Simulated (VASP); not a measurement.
# LiCl (P6_3/mmc) in VASP: notebook

LiCl is run at these levels: r2SCAN; tasks: single point.

All numbers are computed with VASP 6.6.1; they aren't measurements. Logs are shortened: lines on timing, memory, paths and dates and some standing lists are left out, and cuts for length are marked.

### Step 1. The cell of the first run

Symmetry: P6_3/mmc, No. 194, hexagonal system. The conventional cell has a = 3.600 Å, b = 3.600 Å, c = 6.016 Å, α = 90.00°, β = 90.00°, γ = 120.00°. Within 3.4 Å of Li (site symmetry -3m) lie 6 Cl at 2.57 Å and 2 Li at 3.01 Å. Cl (site symmetry -6m2) has 6 Li at 2.57 Å within 3.4 Å.

### Step 2. Single point, r2SCAN (epitaxial xy strain +0.7%)

Input file POSCAR:

```
LiCl
1.0
    3.6003307442      0.0000000000      0.0000000000
   -1.8001653721      3.1179778865      0.0000000000
    0.0000000000      0.0000000000      6.0164156398
Li Cl
2 2
Direct
    0.0000000000      0.0000000000      0.0000000000
    0.0000000000      0.0000000000      0.5000000000
    0.3333333333      0.6666666667      0.2500000000
    0.6666666667      0.3333333333      0.7500000000
```

Input file INCAR.step1:

```
SYSTEM = LiCl
ALGO     = Normal         ! electronic algorithm
EDIFF    = 1E-4           ! SCF threshold, eV
ENCUT    = 520            ! plane-wave cutoff, eV
GGA      = PE             ! functional
ISMEAR   = 0              ! smearing method
LASPH    = .True.         ! aspherical terms in the spheres
LCHARG   = .False.        ! write CHGCAR
LREAL    = .False.        ! projectors in reciprocal space
LWAVE    = .True.         ! write WAVECAR
NBANDS   = 18             ! bands
NELM     = 100            ! most SCF steps
PREC     = Accurate       ! precision mode
SIGMA    = 0.01           ! smearing width, eV
```

Input file INCAR.step2:

```
SYSTEM = LiCl
ALGO     = Normal         ! electronic algorithm
EDIFF    = 1E-6           ! SCF threshold, eV
ENCUT    = 520            ! plane-wave cutoff, eV
ISIF     = 2              ! what is computed and relaxed
ISMEAR   = 0              ! smearing method
ISTART   = 1            
LASPH    = .True.         ! aspherical terms in the spheres
LCHARG   = .False.        ! write CHGCAR
LMIXTAU  = .True.       
LREAL    = .False.        ! projectors in reciprocal space
LWAVE    = .False.        ! write WAVECAR
METAGGA  = R2SCAN         ! meta-GGA
NBANDS   = 18             ! bands
NELM     = 100            ! most SCF steps
PREC     = Accurate       ! precision mode
SIGMA    = 0.01           ! smearing width, eV
```

Input file KPOINTS:

```
k-points
0
Gamma
  12 12 4
  0 0 0
```

Potentials or basis: VASP PAW PBE potentials, release 64 (Li_sv, Cl).

Command:

```sh
$ cat potpaw_PBE.64/Li_sv/POTCAR potpaw_PBE.64/Cl/POTCAR > POTCAR
$ cp INCAR.step1 INCAR
$ mpirun -np 1 vasp_std > vasp.out
$ cp INCAR.step2 INCAR
$ mpirun -np 1 vasp_std > vasp.out
```

OUTCAR:

```text
SYSTEM = LiCl
   EDIFF = 1E-6
   ENCUT = 520
   ISIF = 2
   ISMEAR = 0
   ISTART = 1
   LASPH = .True.
   LREAL = .False.
   METAGGA = R2SCAN
   NELM = 100
   PREC = Accurate

 ion  position               nearest neighbor table
   1  0.000  0.000  0.000-   3 2.57   4 2.57   3 2.57   4 2.57   4 2.57   3 2.57
   2  0.000  0.000  0.500-   3 2.57   4 2.57   3 2.57   4 2.57   4 2.57   3 2.57
   3  0.333  0.667  0.250-   1 2.57   2 2.57   1 2.57   2 2.57   1 2.57   2 2.57
   4  0.667  0.333  0.750-   1 2.57   2 2.57   1 2.57   2 2.57   1 2.57   2 2.57

  LATTYP: Found a hexagonal cell.
 ALAT       =     3.6003307442
 C/A-ratio  =     1.6710730395

  Lattice vectors:

 A1 = (   3.6003307442,   0.0000000000,   0.0000000000)
 A2 = (  -1.8001653721,   3.1179778865,   0.0000000000)
 A3 = (   0.0000000000,   0.0000000000,   6.0164156398)

Analysis of symmetry for initial positions (statically):
=====================================================================
 Subroutine PRICEL returns:
 Original cell was already a primitive cell.

 Routine SETGRP: Setting up the symmetry group for a
 hexagonal supercell.

 Subroutine GETGRP returns: Found 24 space group operations
 (whereof 12 operations were pure point group operations)
 out of a pool of 24 trial point group operations.

The static configuration has the point symmetry D_3d.
 The point group associated with its full space group is D_6h.

Analysis of symmetry for dynamics (positions and initial velocities):
=====================================================================
 Subroutine PRICEL returns:
 Original cell was already a primitive cell.

 Routine SETGRP: Setting up the symmetry group for a
 hexagonal supercell.

 Subroutine GETGRP returns: Found 24 space group operations
 (whereof 12 operations were pure point group operations)
 out of a pool of 24 trial point group operations.

The dynamic configuration has the point symmetry D_3d.
 The point group associated with its full space group is D_6h.

 Subroutine INISYM returns: Found 24 space group operations
 (whereof 12 operations are pure point group operations),
 and found     1 'primitive' translations

----------------------------------------------------------------------------------------

                                     Primitive cell

  volume of cell :      67.5388

  direct lattice vectors                    reciprocal lattice vectors
     3.600330744  0.000000000  0.000000000     0.277752260  0.160360342  0.000000000
    -1.800165372  3.117977886  0.000000000     0.000000000  0.320720684  0.000000000
     0.000000000  0.000000000  6.016415640     0.000000000  0.000000000  0.166211921

  length of vectors
     3.600330744  3.600330744  6.016415640     0.320720684  0.320720684  0.166211921

  position of ions in fractional coordinates (direct lattice)
     0.000000000  0.000000000  0.000000000
     0.000000000  0.000000000  0.500000000
     0.333333333  0.666666667  0.250000000
     0.666666667  0.333333333  0.750000000

  ion indices of the primitive-cell ions
   primitive index   ion index
                 1           1
                 2           2
                 3           3
                 4           4

----------------------------------------------------------------------------------------

 KPOINTS: k-points

Automatic generation of k-mesh.
 Grid dimensions read from file:
 generate k-points for:   12   12    4

 Generating k-lattice:

  Cartesian coordinates                     Fractional coordinates (reciprocal lattice)
     0.023146022  0.013363362  0.000000000     0.083333333  0.000000000  0.000000000
     0.000000000  0.026726724  0.000000000     0.000000000  0.083333333  0.000000000
     0.000000000  0.000000000  0.041552980     0.000000000  0.000000000  0.250000000

  Length of vectors
     0.026726724  0.026726724  0.041552980

  Shift w.r.t. Gamma in fractional coordinates (k-lattice)
     0.000000000  0.000000000  0.000000000

 Subroutine IBZKPT returns following result:
 ===========================================

 Found     57 irreducible k-points:

 Following reciprocal coordinates:
            Coordinates               Weight
  0.000000  0.000000  0.000000      1.000000
  0.083333 -0.000000  0.000000      6.000000
  0.166667 -0.000000  0.000000      6.000000
  0.250000 -0.000000  0.000000      6.000000
  0.333333 -0.000000  0.000000      6.000000
  0.416667 -0.000000  0.000000      6.000000
[... 16 lines left out ...]
  0.250000 -0.000000  0.250000     12.000000
  0.333333 -0.000000  0.250000     12.000000
 [... further k-points ...]
   k-points           NKPTS =     57   k-points in BZ     NKDIM =     57   number of bands    NBANDS=     18
   number of dos      NEDOS =    301   number of ions     NIONS =      4
   total plane-waves  NPLWV =  37632
   dimension x,y,z NGX =    28 NGY =   28 NGZ =   48
   dimension x,y,z NGXF=    56 NGYF=   56 NGZF=   96
   ions per type =               2   2
   NGX,Y,Z   is equivalent  to a cutoff of  12.93, 12.93, 13.26 a.u.
   NGXF,Y,Z  is equivalent  to a cutoff of  25.86, 25.86, 26.53 a.u.
 SYSTEM =  LiCl
   PREC   = accura    normal or accurate (medium, high low for compatibility)
   ISTART =      1    job   : 0-new  1-cont  2-samecut
   ICHARG =      0    charge: 1-file 2-atom 10-const
   ISPIN  =      1    spin polarized calculation?
   LNONCOLLINEAR =      F non collinear calculations
   LSORBIT =      F    spin-orbit coupling
   LASPH  =      T    aspherical Exc in radial PAW
   ENCUT  =  520.0 eV  38.22 Ry    6.18 a.u.   6.69  6.69 11.19*2*pi/ulx,y,z
   NELM   =    100;   NELMIN=  2; NELMDL=  0     # of ELM steps
   EDIFF  = 0.1E-05   stopping-criterion for ELM
   LREAL  =      F    real-space projection
   EDIFFG = 0.1E-04   stopping-criterion for IOM
   NSW    =      0    number of steps for IOM
   IBRION =     -1    ionic relax: 0-MD 1-quasi-New 2-CG
   NFREE  =      0    steps in history (QN), initial steepest desc. (CG)
   ISIF   =      2    stress and relaxation
   ISYM   =      2    0-nonsym 1-usesym 2-fastsym
   POTIM  = 0.5000    time-step for ionic-motion
   TEBEG  =    0.0;   TEEND  =   0.0 temperature during run
   PSTRESS=    0.0 pullay stress
   NELECT =      20.0000    total number of electrons
   NUPDOWN=      -1.0000    fix difference up-down
   EMIN   =  10.00;   EMAX   =-10.00  energy-range for DOS
   EFERMI =   0.00;   METHOD = LEGACY
   ISMEAR =     0;   SIGMA  =   0.01  broadening in eV -4-tet -1-fermi 0-gaus
   EFERMI_NEDOS =   21; number of points for ismear=-14 and -15
   IALGO  =     38    algorithm
   IMIX   =      4    mixing-type and parameters
     AMIX     =   0.40;   BMIX     =  1.00
     AMIX_MAG =   1.60;   BMIX_MAG =  1.00
  volume/ion in A,a.u.               =      16.88       113.94
  Fermi-wavevector in a.u.,A,eV,Ry     =   1.091190  2.062050 16.200400  1.190696
  Thomas-Fermi vector in A             =   2.227430
   LORBIT       =      0    0 simple, 1 ext, 2 COOP (PROOUT), +10 PAW based schemes
   METAGGA = R2SCAN    functional components
   LHFCALC =     F    Hartree Fock is set to
   AEXX    =    0.0000 exact exchange contribution
   IVDW    =     0    specifies the selected vdW correction
   LEPSILON=     F    determine dielectric tensor
   LRPA    =     F    only Hartree local field effects (RPA)
 non-spin polarized calculation
 Gauss-broadening in eV      SIGMA  =   0.01
  energy-cutoff  :      520.00
  volume of cell :       67.54
 maximum number of plane-waves:      1848
 NGX is ok and might be reduce to    28
   NGX = 13   NGY = 13   NGZ = 23

 number of electron      19.9999991 magnetization

 Free energy of the ion-electron system (eV)
  ---------------------------------------------------
  ext. energy  EPLUGINS =         0.00000000
  ---------------------------------------------------
  free energy    TOTEN  =       -25.10288981 eV

  energy without entropy =      -25.10288981  energy(sigma->0) =      -25.10288981

 E-fermi :   0.3713     XC(G=0):  -9.1579

 val. band max:        0.2064171512   @ k =   0.0833  -0.0000   0.0000
 cond. band min:       7.4722822145   @ k =   0.0000   0.0000   0.0000
 fundamental gap:      7.2658650633
 Fermi energy:         0.3712660926

 k-point     1 :       0.0000    0.0000    0.0000
  band No.  band energies     occupation
      1     -44.6766      2.00000
      2     -44.6693      2.00000
      3     -13.8082      2.00000
      4     -13.2721      2.00000
      5      -2.6777      2.00000
      6      -0.0239      2.00000
[... 10 lines left out ...]
     17      13.5575      0.00000
     18      13.7338      0.00000

 k-point     2 :       0.0833   -0.0000    0.0000
  band No.  band energies     occupation
      1     -44.6765      2.00000
      2     -44.6692      2.00000
      3     -13.7759      2.00000
      4     -13.2495      2.00000
      5      -2.6335      2.00000
      6      -0.2778      2.00000
[... 10 lines left out ...]
     17      12.9254      0.00000
     18      13.0044      0.00000

 k-point     3 :       0.1667   -0.0000    0.0000
  band No.  band energies     occupation
      1     -44.6761      2.00000
      2     -44.6689      2.00000
      3     -13.6842      2.00000
      4     -13.1882      2.00000
      5      -2.5034      2.00000
      6      -0.8529      2.00000
[... 10 lines left out ...]
     17      12.1531      0.00000
     18      13.3755      0.00000

 k-point     4 :       0.2500   -0.0000    0.0000
  band No.  band energies     occupation
      1     -44.6756      2.00000
      2     -44.6685      2.00000
      3     -13.5489      2.00000
      4     -13.1070      2.00000
      5      -2.2981      2.00000
      6      -1.4937      2.00000
[... 375 lines left out ...]
      4     -13.2670      2.00000
      5      -2.2228      2.00000
      6      -0.7848      2.00000
[... 10 lines left out ...]
     17      12.3279      0.00000
     18      12.7443      0.00000

 k-point    23 :       0.2500   -0.0000    0.2500
  band No.  band energies     occupation
      1     -44.6746      2.00000
      2     -44.6695      2.00000
      3     -13.4883      2.00000
      4     -13.1763      2.00000
      5      -2.1554      2.00000
      6      -1.3182      2.00000
[... 10 lines left out ...]
     17      12.3456      0.00000
     18      12.8445      0.00000

 k-point    24 :       0.3333   -0.0000    0.2500
  band No.  band energies     occupation
      1     -44.6741      2.00000
      2     -44.6691      2.00000
      3     -13.3464      2.00000
      4     -13.0890      2.00000
      5      -2.3026      2.00000
      6      -1.8799      2.00000
[... 10 lines left out ...]
     17      12.8709      0.00000
     18      13.5602      0.00000

 [... further k-points ...]

------------------------ aborting loop because EDIFF is reached ----------------------------------------

  FORCE on cell =-STRESS in cart. coord.  units (eV):
  Direction    XX          YY          ZZ          XY          YZ          ZX
  --------------------------------------------------------------------------------------
  -------------------------------------------------------------------------------------
  Total       -0.4746979     -0.4746979     -0.2105155      0.0000000      0.0000000      0.0000000
  in kB      -11.2609389    -11.2609389     -4.9939171      0.0000000      0.0000000      0.0000000
  external PRESSURE =      -9.1719316 kB  Pullay stress =       0.0000000 kB

 VOLUME and BASIS-vectors are now :
 -----------------------------------------------------------------------------
  energy-cutoff  :      520.00
  volume of cell :       67.54
      direct lattice vectors                 reciprocal lattice vectors
     3.600330744  0.000000000  0.000000000     0.277752260  0.160360342  0.000000000
    -1.800165372  3.117977886  0.000000000     0.000000000  0.320720684  0.000000000
     0.000000000  0.000000000  6.016415640     0.000000000  0.000000000  0.166211921

 POSITION                                       TOTAL-FORCE (eV/Angst)
 -----------------------------------------------------------------------------------
      0.00000      0.00000      0.00000        -0.000000      0.000000     -0.000000
      0.00000      0.00000      3.00821        -0.000000      0.000000     -0.000000
     -0.00000      2.07865      1.50410        -0.000000     -0.000000      0.000000
      1.80017      1.03933      4.51231         0.000000      0.000000      0.000000
 -----------------------------------------------------------------------------------
    total drift:                                0.000000     -0.000000     -0.000000

  FREE ENERGIE OF THE ION-ELECTRON SYSTEM (eV)
  ---------------------------------------------------
  free  energy   TOTEN  =       -25.1028898071 eV

  energy  without entropy=      -25.1028898071  energy(sigma->0) =      -25.10288981
```

Wall time 5.5 min (1 thread of Intel Xeon 8259CL, shared host); peak memory 0.22 GiB.

What came out:

| Property | Result |
| --- | --- |
| Free energy | -25.1029 eV |
| Band gap on the k mesh | 7.27 eV |

Caveat: the cell differs from its parent crystal (epitaxial xy strain +0.7%); the cutoff is under 1.25 times the usual one of these potentials, so pressure, stress and relaxed cells hold a basis-set (Pulay) error; the PAW data sets were made with another functional, which shifts forces and pressure a little. A k mesh can miss the band edges.

### Step 3. Single point, r2SCAN (strain +1.5%)

Input file POSCAR:

```
LiCl
1.0
    3.6275003536      0.0000000000      0.0000000000
   -1.8137501768      3.1415074585      0.0000000000
    0.0000000000      0.0000000000      6.1126360317
Li Cl
2 2
Direct
    0.0000000000      0.0000000000      0.0000000000
    0.0000000000      0.0000000000      0.5000000000
    0.3333333333      0.6666666667      0.2500000000
    0.6666666667      0.3333333333      0.7500000000
```

Input file INCAR.step1:

```
SYSTEM = LiCl
  ALGO = Normal
  EDIFF = 1E-4
  ENCUT = 520
  GGA = PE
  ISMEAR = 0
  LASPH = .True.
  LCHARG = .False.
  LREAL = .False.
  LWAVE = .True.
  NBANDS = 18
  NELM = 100
  PREC = Accurate
  SIGMA = 0.01
```

Input file INCAR.step2:

```
SYSTEM = LiCl
  ALGO = Normal
  EDIFF = 1E-6
  ENCUT = 520
  ISIF = 2
  ISMEAR = 0
  ISTART = 1
  LASPH = .True.
  LCHARG = .False.
  LMIXTAU = .True.
  LREAL = .False.
  LWAVE = .False.
  METAGGA = R2SCAN
  NBANDS = 18
  NELM = 100
  PREC = Accurate
  SIGMA = 0.01
```

KPOINTS is that of step 2.

Potentials or basis: VASP PAW PBE potentials, release 64 (Li_sv, Cl).

Command:

```sh
$ cat potpaw_PBE.64/Li_sv/POTCAR potpaw_PBE.64/Cl/POTCAR > POTCAR
$ cp INCAR.step1 INCAR
$ mpirun -np 1 vasp_std > vasp.out
$ cp INCAR.step2 INCAR
$ mpirun -np 1 vasp_std > vasp.out
```

Run time: 6.1 min. Hardware: 1 thread of Intel Xeon 8259CL, shared host; peak memory 0.22 GiB.

Results (log left out):

```yaml
Free_energy: -25.0862 eV
Band_gap_on_the_k_mesh: 7.05 eV
```

Levels at points of the mesh, in eV from the valence-band top:
```csv
k point,band 8,band 9,band 10,band 11,band 12,band 13
"(0.00, 0.00, 0.00)",-0.17,0.00,0.00,7.05,7.51,11.10
"(0.50, 0.00, 0.00)",-1.02,-0.73,-0.29,7.87,8.95,9.59
"(0.00, 0.00, 0.50)",-0.10,-0.10,-0.10,7.92,7.92,11.29
"(0.50, 0.00, 0.50)",-0.88,-0.68,-0.68,8.28,8.28,9.43
```

Caveat: the cell differs from its parent crystal (strain +1.5%); the cutoff is under 1.25 times the usual one of these potentials, so pressure, stress and relaxed cells hold a basis-set (Pulay) error; the PAW data sets were made with another functional, which shifts forces and pressure a little. A k mesh can miss the band edges.
